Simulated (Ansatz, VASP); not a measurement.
**PbS: VASP beside Ansatz**

File POSCAR:

```
PbS
1.0
    0.0000000000      2.9872327164      2.9872327164
    2.9872327164      0.0000000000      2.9872327164
    2.9872327164      2.9872327164      0.0000000000
Pb S
1 1
Direct
    0.0000000000      0.0000000000      0.0000000000
    0.5000000000      0.5000000000      0.5000000000
```

File INCAR.step1:

```
ALGO = Normal ; EDIFF = 1E-5
ENCUT = 520 ; GGA = PE
ISIF = 2 ; ISMEAR = 0
LASPH = T ; LCHARG = F
LREAL = F ; LWAVE = T
NBANDS = 17 ; NELM = 80
PREC = Accurate ; SIGMA = 0.01
```

File INCAR.step2:

```
ALGO = Normal ; EDIFF = 1E-7
ENCUT = 520 ; GGA = PE
HFSCREEN = 0.2079 ; ISIF = 2
ISMEAR = 0 ; ISTART = 1
LASPH = T ; LCHARG = F
LHFCALC = T ; LREAL = F
LWAVE = F ; NBANDS = 17
NELM = 80 ; PREC = Accurate
PRECFOCK = Normal ; SIGMA = 0.01
```

The input KPOINTS:

```
k-points
0
Gamma
  4 4 4
```

Input for Ansatz:

```yaml
crystal:
  lattice:
    - [0.0, 2.9872327164, 2.9872327164]
    - [2.9872327164, 0.0, 2.9872327164]
    - [2.9872327164, 2.9872327164, 0.0]
  atoms:
    - { symbol: Pb, position: [0.0, 0.0, 0.0] }
    - { symbol: S, position: [0.5, 0.5, 0.5] }
kpoints:
  mp_grid: { grid: [4, 4, 4] }
hamiltonian:
  xc: hse06
scf:
  occupations: { method: fixed }
  n_extra_bands: 4
output:
  forces: true
  stress: true
  eigenvalues: true
  write_density: true
  write_potential: true
  elf: true
  volumetric_format: npy
```

Alike in both runs: task single point; functional HSE06; k mesh 4 × 4 × 4; no spin polarisation.

|  | VASP | Ansatz |
| --- | --- | --- |
| version | VASP 6.6.1 | Ansatz 0.2.0 |
| potentials or method | VASP PAW PBE potentials, release 64 (Pb_d, S) | plane waves, PAW |
| plane-wave cutoff (eV) | 520 | 420 |
| occupations | gaussian, width 0.01 eV | fixed |
| valence electrons in the cell | 20 | 20 |

```tsv
	VASP	Ansatz	Ansatz less VASP
gap on the k mesh at the Fermi level (eV)	0.89	0.88	-0.007
pressure (GPa)	-0.2	-0.1	+0.09
```

Ansatz's warnings: stress exchange threshold loose, stress scf threshold loose.

The k mesh is coarse, so the values compare programs but aren't converged. Spin-orbit coupling is off throughout.
